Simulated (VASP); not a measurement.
# SiNi (Pmmn) in VASP: notebook, part 2 of 2

VASP 6.6.1. The steps go on from the part before.

## (5) Single point, PBE

INCAR

```
  PREC = Accurate
  ENCUT = 520
  EDIFF = 1E-7
  ISMEAR = 0
  SIGMA = 0.1
  LREAL = F
  LASPH = T
  NELM = 80
  ALGO = Normal
  ISIF = 2
  LWAVE = F
  LCHARG = T
  GGA = PE
  LELF = T
  LVHAR = T
  NBANDS = 22
```

KPOINTS

```
Automatic mesh
0
Gamma
  1 1 1
```

POSCAR

```
SiNi
1.0
    3.0266200000      0.0000000000      0.0000000000
    0.0000000000      3.2735000000      0.0000000000
    0.0000000000      0.0000000000      4.6977600000
Si Ni
2 2
Direct
    0.5000000000      0.5000000000      0.8423000000
    0.0000000000      0.0000000000      0.1577000000
    0.5000000000      0.5000000000      0.3442200000
    0.0000000000      0.0000000000      0.6557800000
```

Potentials or basis: VASP PAW PBE potentials, release 64 (Si, Ni).

Started as:

```console
$ cat potpaw_PBE.64/Si/POTCAR potpaw_PBE.64/Ni/POTCAR > POTCAR
$ mpirun -np 1 vasp_gam > vasp.out
```

OUTCAR:

```text
PREC = Accurate
   ENCUT = 520
   EDIFF = 1E-7
   ISMEAR = 0
   LREAL = F
   LASPH = T
   NELM = 80
   ISIF = 2
   GGA = PE

 ion  position               nearest neighbor table
   1  0.500  0.500  0.842-   3 2.34   3 2.36   4 2.40   4 2.40   4 2.40   4 2.40   2 2.68   2 2.68
                             2 2.68   2 2.68
   2  0.000  0.000  0.158-   4 2.34   4 2.36   3 2.40   3 2.40   3 2.40   3 2.40   1 2.68   1 2.68
                             1 2.68   1 2.68
   3  0.500  0.500  0.344-   1 2.34   1 2.36   2 2.40   2 2.40   2 2.40   2 2.40   4 2.67   4 2.67
                             4 2.67   4 2.67
[... 207 lines left out ...]
  --------------------------------------------------------------------------------------
  -------------------------------------------------------------------------------------
  Total      -26.0544178     14.9703326      6.1964019      0.0000000      0.0000000      0.0000000
  in kB     -896.8728693    515.3247050    213.2991343      0.0000000      0.0000000      0.0000000
  external PRESSURE =     -56.0830100 kB  Pullay stress =       0.0000000 kB

 VOLUME and BASIS-vectors are now :
 -----------------------------------------------------------------------------
  energy-cutoff  :      520.00
  volume of cell :       46.54
      direct lattice vectors                 reciprocal lattice vectors
     3.026620000  0.000000000  0.000000000     0.330401570  0.000000000  0.000000000
     0.000000000  3.273500000  0.000000000     0.000000000  0.305483428  0.000000000
     0.000000000  0.000000000  4.697760000     0.000000000  0.000000000  0.212867409

 POSITION                                       TOTAL-FORCE (eV/Angst)
 -----------------------------------------------------------------------------------
      1.51331      1.63675      3.95692         0.000000      0.000000      0.115038
      0.00000      0.00000      0.74084         0.000000      0.000000     -0.115038
      1.51331      1.63675      1.61706         0.000000      0.000000     -0.880702
      0.00000      0.00000      3.08070         0.000000      0.000000      0.880702
 -----------------------------------------------------------------------------------
    total drift:                                0.000000      0.000000      0.000000

  FREE ENERGIE OF THE ION-ELECTRON SYSTEM (eV)
  ---------------------------------------------------
  free  energy   TOTEN  =       -20.4436868752 eV

  energy  without entropy=      -20.4436868752  energy(sigma->0) =      -20.44368688
```

OSZICAR:

```text
N       E                     dE             d eps       ncg     rms          rms(c)
DAV:   1     0.201453094737E+03    0.20145E+03   -0.13563E+04    44   0.166E+03
DAV:   2    -0.676807456413E+01   -0.20822E+03   -0.19173E+03    56   0.305E+02
DAV:   3    -0.213555290919E+02   -0.14587E+02   -0.14173E+02    58   0.101E+02
DAV:   4    -0.215874655682E+02   -0.23194E+00   -0.23105E+00    56   0.117E+01
DAV:   5    -0.215928763948E+02   -0.54108E-02   -0.54105E-02    44   0.172E+00    0.122E+01
DAV:   6    -0.224018324957E+02   -0.80896E+00   -0.13185E+01    50   0.657E+01    0.105E+01
DAV:   7    -0.205167590990E+02    0.18851E+01   -0.64213E+00    50   0.399E+01    0.366E+00
DAV:   8    -0.204844365559E+02    0.32323E-01   -0.56389E-01    58   0.445E+00    0.191E+00
DAV:   9    -0.204429275367E+02    0.41509E-01   -0.10322E-01    66   0.526E+00    0.561E-01
DAV:  10    -0.204435603015E+02   -0.63276E-03   -0.58717E-03    44   0.490E-01    0.424E-01
DAV:  11    -0.204436938649E+02   -0.13356E-03   -0.28886E-04    44   0.138E-01    0.385E-02
DAV:  12    -0.204436879847E+02    0.58802E-05   -0.57200E-05    56   0.110E-01    0.990E-03
DAV:  13    -0.204436871001E+02    0.88459E-06   -0.59427E-06    58   0.284E-02    0.246E-03
DAV:  14    -0.204436868914E+02    0.20869E-06   -0.33212E-07    56   0.474E-03    0.104E-03
DAV:  15    -0.204436868752E+02    0.16177E-07   -0.19092E-08    22   0.184E-03
   1 F= -.20443687E+02 E0= -.20443687E+02  d E =-.180790E-10
```

stdout:

```text
POSCAR found type information on POSCAR SiNi
 POSCAR found :  2 types and       4 ions
 scaLAPACK will be used
 LDA part: xc-table for (Slater+PW92), standard interpolation
 POSCAR, INCAR and KPOINTS ok, starting setup
 FFT: planning ... GRIDC
 FFT: planning ... GRID_SOFT
 FFT: planning ... GRID
 WAVECAR not read
 entering main loop
```

Wall time 9 s (1 thread of Intel Xeon 8259CL, shared host); peak memory 0.11 GiB.

What came out:

* Free energy: -20.4437 eV
* Pressure: -5.6 GPa
* Largest force: 0.881 eV/Å

Forces in eV/Å, atoms in the order of the input:
```
Si   0.000  0.000  0.115
Si   0.000  0.000 -0.115
Ni   0.000  0.000 -0.881
Ni   0.000  0.000  0.881
```

Stress tensor (GPa, compression positive):
```
-89.69   0.00   0.00
  0.00  51.53   0.00
  0.00   0.00  21.33
```

Caveat: the k points lie up to 2.08 Å⁻¹ apart. Spin polarisation is off, so any magnetic state and its effect on volume and gap are missing.

## (6) Single point, PBE

INCAR

```
SYSTEM = SiNi
ALGO     = Normal         ! electronic algorithm
EDIFF    = 1E-6           ! SCF threshold, eV
ENCUT    = 520            ! plane-wave cutoff, eV
GGA      = PE             ! functional
ISIF     = 2              ! what is computed and relaxed
ISMEAR   = 0              ! smearing method
LASPH    = .True.         ! aspherical terms in the spheres
LCHARG   = .False.        ! write CHGCAR
LREAL    = .False.        ! projectors in reciprocal space
LWAVE    = .False.        ! write WAVECAR
NBANDS   = 22             ! bands
NELM     = 80             ! most SCF steps
PREC     = Accurate       ! precision mode
SIGMA    = 0.1            ! smearing width, eV
```

KPOINTS

```
k-points
0
Gamma
  4 4 2
  0 0 0
```

POSCAR is that of step 5.

Potentials or basis: VASP PAW PBE potentials, release 64 (Si, Ni).

Started as:

```console
$ cat potpaw_PBE.64/Si/POTCAR potpaw_PBE.64/Ni/POTCAR > POTCAR
$ mpirun -np 1 vasp_std > vasp.out
```

It took 30 s on 1 thread of Intel Xeon 8259CL, shared host; peak memory 0.13 GiB.

The run converged. Its results:

* Free energy: -23.7132 eV
* Pressure: 1.6 GPa
* Largest force: 0.183 eV/Å
* Band gap on the k mesh: zero (bands 14 and 15 overlap by 2.24 eV)

Forces on the atoms (eV/Å):
```
Si   0.000  0.000  0.169
Si   0.000  0.000 -0.169
Ni   0.000  0.000 -0.183
Ni   0.000  0.000  0.183
```

Stress tensor (GPa, compression positive):
```
 0.95  0.00  0.00
 0.00 -0.60  0.00
 0.00  0.00  4.42
```

Levels at points of the mesh, in eV from the Fermi level:
| k point | band 11 | band 12 | band 13 | band 14 | band 15 | band 16 | band 17 | band 18 |
| --- | --- | --- | --- | --- | --- | --- | --- | --- |
| (0.00, 0.00, 0.00) | -2.31 | -2.00 | -1.93 | -1.13 | 0.70 | 2.90 | 5.03 | 5.28 |
| (0.50, 0.00, 0.00) | -2.49 | -2.49 | -1.67 | -1.67 | 1.62 | 1.62 | 3.45 | 3.45 |
| (0.00, 0.50, 0.00) | -2.23 | -2.23 | -2.11 | -2.11 | 1.20 | 1.20 | 4.51 | 4.51 |
| (0.50, 0.50, 0.00) | -2.02 | -2.02 | -1.64 | -1.64 | 1.43 | 1.43 | 1.96 | 1.96 |
| (0.00, 0.00, 0.50) | -2.65 | -2.05 | 1.22 | 1.85 | 2.15 | 2.48 | 2.53 | 3.59 |
| (0.50, 0.00, 0.50) | -2.15 | -2.15 | -1.49 | -1.49 | 3.70 | 3.70 | 5.25 | 5.25 |
| (0.00, 0.50, 0.50) | -1.99 | -1.99 | -1.96 | -1.96 | 4.92 | 4.92 | 5.23 | 5.23 |
| (0.50, 0.50, 0.50) | -2.05 | -2.05 | -1.60 | -1.60 | -0.39 | -0.39 | 0.90 | 0.90 |

Caveat: the k points lie up to 0.67 Å⁻¹ apart, too coarse for converged energies and pressures of a metal. Spin polarisation is off, so any magnetic state and its effect on volume and gap are missing.

## (7) The runs side by side

| task | cell | k mesh | cutoff (eV) | gap on the mesh (eV) | pressure (GPa) | largest force (eV/Å) |
| --- | --- | --- | --- | --- | --- | --- |
| relaxation of cell and atoms | relaxed | 14 × 12 × 10 | 600 | none | 0.0 | - |
| single point | as given | 18 × 16 × 12 | 520 | none | 1.2 | 0.12 |
| single point | as given | 1 × 1 × 1 | 520 | - | -5.6 | 0.88 |
| single point | as given | 4 × 4 × 2 | 520 | none | 1.6 | 0.18 |

Alike in all rows: level PBE; potentials or basis VASP PAW PBE potentials, release 64 (Si, Ni); no spin polarisation; smearing gaussian 0.1 eV.

Caveats: some runs use coarse meshes.

Total energies depend on the potentials used, so only differences within one code and one set of settings carry meaning.
